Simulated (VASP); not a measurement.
A run of VASP 6.6.1:

Contents of INCAR:

```
SYSTEM = CuH8
  PREC = Accurate
  ENCUT = 520
  EDIFF = 1E-6
  ISMEAR = 0
  SIGMA = 0.1
  LREAL = .False.
  LASPH = .True.
  NELM = 80
  ALGO = Normal
  ISIF = 2
  LWAVE = .False.
  LCHARG = .False.
  GGA = PE
  NBANDS = 20
```

Contents of KPOINTS:

```
regular mesh
0
Gamma
  4 4 4
  0 0 0
```

The input POSCAR:

```
CuH8
1.0
    3.2003847001     -3.2726925074      0.0056877677
    3.2003847001      3.2726925074      0.0056877677
   -0.1956576121      0.0000000000      4.3565015830
Cu H
1 8
Direct
    0.5000000000      0.5000000000      0.5000000000
    0.9437813911      0.9437813911      0.9720004129
    0.0562186089      0.0562186089      0.0279995871
    0.5014869155      0.5014869155      0.9004615937
    0.4985130845      0.4985130845      0.0995384063
    0.5003808607      0.9099047648      0.5011630516
    0.0900952352      0.4996191393      0.4988369484
    0.4996191393      0.0900952352      0.4988369484
    0.9099047648      0.5003808607      0.5011630516
```

Potentials or basis: VASP PAW PBE potentials, release 64 (Cu, H).

Command:

```bash
$ cat potpaw_PBE.64/Cu/POTCAR potpaw_PBE.64/H/POTCAR > POTCAR
$ mpirun -np 1 vasp_std > vasp.out
```

Hardware: 1 thread of Intel(R) Xeon(R) Platinum 8488C (Sapphire Rapids) (shared host).

Question: Estimate the wall time of this run.

Answer: Wall time 34 s on 1 thread of Intel(R) Xeon(R) Platinum 8488C (Sapphire Rapids), with other jobs on the host, peak memory 0.2 GiB. Counts: scf iterations 14, k points 24.
